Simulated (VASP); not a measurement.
# NaF in VASP: a series of runs, part 3 of 3

VASP 6.6.1. The steps go on from the part before.

**5. Single point, r2SCAN**

Contents of POSCAR:

```
NaF
1.0
    0.0000000000      2.2971680800      2.2971680800
    2.2971680800      0.0000000000      2.2971680800
    2.2971680800      2.2971680800      0.0000000000
Na F
1 1
Direct
    0.0000000000      0.0000000000      0.0000000000
    0.5000000000      0.5000000000      0.5000000000
```

Contents of INCAR.step1:

```
SYSTEM = NaF
PREC = Accurate ; ENCUT = 520
ISMEAR = 0 ; SIGMA = 0.01
LREAL = .FALSE. ; LASPH = .TRUE.
NELM = 100 ; NBANDS = 14
GGA = PE ; ALGO = Normal
EDIFF = 1E-4 ; LWAVE = .TRUE.
LCHARG = .FALSE.
```

Contents of INCAR.step2:

```
SYSTEM = NaF
PREC = Accurate ; ENCUT = 520
EDIFF = 1E-7 ; ISMEAR = 0
SIGMA = 0.01 ; LREAL = .FALSE.
LASPH = .TRUE. ; NELM = 100
ALGO = Normal ; ISIF = 2
LWAVE = .FALSE. ; LCHARG = .FALSE.
METAGGA = R2SCAN ; LMIXTAU = .TRUE.
NBANDS = 14 ; ISTART = 1
```

Contents of KPOINTS:

```
Automatic mesh
0
G
  10 10 10
  0 0 0
```

Potentials or basis: VASP PAW PBE potentials, release 64 (Na_pv, F).

Command:

```sh
$ cat potpaw_PBE.64/Na_pv/POTCAR potpaw_PBE.64/F/POTCAR > POTCAR
$ cp INCAR.step1 INCAR
$ mpirun -np 1 vasp_std > vasp.out
$ cp INCAR.step2 INCAR
$ mpirun -np 1 vasp_std > vasp.out
```

OUTCAR:

```text
SYSTEM = NaF
   PREC = Accurate
   ENCUT = 520
   EDIFF = 1E-7
   ISMEAR = 0
   LREAL = .FALSE.
   LASPH = .TRUE.
   NELM = 100
   ISIF = 2
   METAGGA = R2SCAN
   ISTART = 1

 ion  position               nearest neighbor table
   1  0.000  0.000  0.000-   2 2.30   2 2.30   2 2.30   2 2.30   2 2.30   2 2.30
   2  0.500  0.500  0.500-   1 2.30   1 2.30   1 2.30   1 2.30   1 2.30   1 2.30

  LATTYP: Found a face centered cubic cell.
 ALAT       =     4.5943361600

  Lattice vectors:

 A1 = (   0.0000000000,   2.2971680800,   2.2971680800)
 A2 = (   2.2971680800,   0.0000000000,   2.2971680800)
 A3 = (   2.2971680800,   2.2971680800,   0.0000000000)
[... 586 lines left out ...]
     12      18.6136      0.00000
     13      24.5230      0.00000
     14      25.4559      0.00000

 [... further k-points ...]
[... 5 lines left out ...]
  --------------------------------------------------------------------------------------
  -------------------------------------------------------------------------------------
  Total       -0.1337012     -0.1337012     -0.1337012      0.0000000      0.0000000      0.0000000
  in kB       -8.8356309     -8.8356309     -8.8356309      0.0000000      0.0000000      0.0000000
  external PRESSURE =      -8.8356309 kB  Pullay stress =       0.0000000 kB

 VOLUME and BASIS-vectors are now :
 -----------------------------------------------------------------------------
  energy-cutoff  :      520.00
  volume of cell :       24.24
      direct lattice vectors                 reciprocal lattice vectors
     0.000000000  2.297168080  2.297168080    -0.217659302  0.217659302  0.217659302
     2.297168080  0.000000000  2.297168080     0.217659302 -0.217659302  0.217659302
     2.297168080  2.297168080  0.000000000     0.217659302  0.217659302 -0.217659302

 POSITION                                       TOTAL-FORCE (eV/Angst)
 -----------------------------------------------------------------------------------
      0.00000      0.00000      0.00000         0.000000     -0.000000     -0.000000
      2.29717      2.29717      2.29717         0.000000      0.000000      0.000000
 -----------------------------------------------------------------------------------
    total drift:                                0.000000     -0.000000      0.000000

  FREE ENERGIE OF THE ION-ELECTRON SYSTEM (eV)
  ---------------------------------------------------
  free  energy   TOTEN  =       -12.6029644138 eV

  energy  without entropy=      -12.6029644138  energy(sigma->0) =      -12.60296441
```

OUTCAR.step1:

```text
SYSTEM = NaF
   PREC = Accurate
   ENCUT = 520
   ISMEAR = 0
   LREAL = .FALSE.
   LASPH = .TRUE.
[... 629 lines left out ...]
      0.00000      0.00000      0.00000        -0.000000      0.000000     -0.000000
      2.29717      2.29717      2.29717         0.000000     -0.000000      0.000000
 -----------------------------------------------------------------------------------
    total drift:                                0.000000     -0.000000      0.000000

  FREE ENERGIE OF THE ION-ELECTRON SYSTEM (eV)
  ---------------------------------------------------
  free  energy   TOTEN  =        -8.5495317172 eV

  energy  without entropy=       -8.5495317172  energy(sigma->0) =       -8.54953172
```

OSZICAR.step1:

```text
N       E                     dE             d eps       ncg     rms          rms(c)
DAV:   1     0.111246744716E+03    0.11125E+03   -0.78425E+03  1340   0.123E+03
DAV:   2    -0.397055130006E+01   -0.11522E+03   -0.10680E+03  1448   0.347E+02
DAV:   3    -0.939697151422E+01   -0.54264E+01   -0.54173E+01  1652   0.693E+01
DAV:   4    -0.944130295799E+01   -0.44331E-01   -0.44330E-01  1448   0.666E+00
DAV:   5    -0.944175656929E+01   -0.45361E-03   -0.45361E-03  1658   0.665E-01    0.543E+00
DAV:   6    -0.855693127358E+01    0.88483E+00   -0.30395E+00  1572   0.150E+01    0.180E+00
DAV:   7    -0.854758276524E+01    0.93485E-02   -0.29139E-02  1394   0.204E+00    0.105E+00
DAV:   8    -0.854899915826E+01   -0.14164E-02   -0.27567E-02  1406   0.323E+00    0.145E-01
DAV:   9    -0.854959629006E+01   -0.59713E-03   -0.38265E-03  1628   0.580E-01    0.111E-01
DAV:  10    -0.854953171720E+01    0.64573E-04   -0.66156E-04  1418   0.312E-01
   1 F= -.85495317E+01 E0= -.85495317E+01  d E =-.306161-124
```

Wall time 56 s (1 thread of Intel Xeon Platinum 8259CL at 2.50GHz (Skylake/Cascade Lake), shared host); peak memory 0.13 GiB.

What came out:

- Free energy: -12.6030 eV
- Pressure: -0.9 GPa
- Band gap on the k mesh: 7.32 eV, direct

Levels at points of the mesh, in eV from the valence-band top:
```
           k point  band 5  band 6  band 7  band 8  band 9  band 10
(0.00, 0.00, 0.00)    0.00    0.00    0.00    7.32   19.97    19.97
(0.50, 0.00, 0.00)   -1.61   -0.28   -0.28   11.80   13.64    21.70
(0.50, 0.50, 0.00)   -1.30   -0.41   -0.41   14.01   14.29    15.11
```

Caveat: the PAW data sets were made with another functional, which shifts forces and pressure a little.

**6. Single point, PBE (uniaxial x strain -3.0%)**

Contents of INCAR:

```
SYSTEM = NaF
ALGO     = Normal         ! electronic algorithm
EDIFF    = 1E-6           ! SCF threshold, eV
ENCUT    = 520            ! plane-wave cutoff, eV
GGA      = PE             ! functional
ISIF     = 2              ! what is computed and relaxed
ISMEAR   = -1             ! smearing method
LASPH    = .TRUE.         ! aspherical terms in the spheres
LCHARG   = .FALSE.        ! write CHGCAR
LREAL    = .FALSE.        ! projectors in reciprocal space
LWAVE    = .FALSE.        ! write WAVECAR
NBANDS   = 14             ! bands
NELM     = 80             ! most SCF steps
PREC     = Accurate       ! precision mode
SIGMA    = 0.02           ! smearing width, eV
```

Contents of KPOINTS:

```
k-points
0
G
  10 10 10
  0 0 0
```

Contents of POSCAR:

```
NaF
1.0
    0.0000000000      2.2971680800      2.2971680800
    2.2282530376      0.0000000000      2.2971680800
    2.2282530376      2.2971680800      0.0000000000
Na F
1 1
Direct
    0.0000000000      0.0000000000      0.0000000000
    0.5000000000      0.5000000000      0.5000000000
```

Potentials or basis: VASP PAW PBE potentials, release 64 (Na_pv, F).

Command:

```sh
$ cat potpaw_PBE.64/Na_pv/POTCAR potpaw_PBE.64/F/POTCAR > POTCAR
$ mpirun -np 1 vasp_std > vasp.out
```

Run time: 28 s. Hardware: 1 thread of Intel Xeon Platinum 8259CL at 2.50GHz (Skylake/Cascade Lake), shared host; peak memory 0.14 GiB.

Results (log left out):

- Free energy: -8.5224 eV
- Pressure: 5.7 GPa
- Band gap on the k mesh: 6.61 eV, direct

Stress tensor (GPa, compression positive):
```
8.21 0.00 0.00
0.00 4.38 0.00
0.00 0.00 4.38
```

Levels at points of the mesh, in eV from the valence-band top:
```
           k point  band 5  band 6  band 7  band 8  band 9  band 10
(0.00, 0.00, 0.00)    0.00    0.00    0.00    6.61   19.31    19.31
(0.50, 0.00, 0.00)   -1.72   -0.30   -0.27   11.13   12.95    20.44
(0.50, 0.50, 0.00)   -1.38   -0.43   -0.40   13.49   13.60    14.14
(0.00, 0.50, 0.50)   -1.32   -0.47   -0.47   13.29   13.91    14.25
```

Caveat: the cell differs from its parent crystal (uniaxial x strain -3.0%). A k mesh can miss the band edges.

**7. Summary**

| level | cell | smearing | gap on the mesh (eV) | pressure (GPa) |
| --- | --- | --- | --- | --- |
| PBE | a = 3.249 Å, angles 60.0°, 2 atoms | fermi-dirac 0.02 eV | 6.44 | 3.5 |
| PBE | a = 3.232 Å, angles 60.0°, 2 atoms | fermi-dirac 0.02 eV | 6.53 | 4.5 |
| r2SCAN | a = 3.232 Å, angles 60.0°, 2 atoms | gaussian 0.01 eV | 7.41 | 0.0 |
| r2SCAN | a = 3.249 Å, angles 60.0°, 2 atoms | gaussian 0.01 eV | 7.32 | -0.9 |
| PBE | a = 3.249, b = 3.200, c = 3.200 Å, angles 61.0, 59.5, 59.5°, 2 atoms | fermi-dirac 0.02 eV | 6.61 | 5.7 |

Alike in all rows: task single point; potentials or basis VASP PAW PBE potentials, release 64 (Na_pv, F); no spin polarisation; k mesh 10 × 10 × 10; cutoff (eV) 520.

Caveats: the PAW data sets were made with another functional, which shifts forces and pressure a little (some runs).

Absolute energies hang on the potentials; compare differences alone.
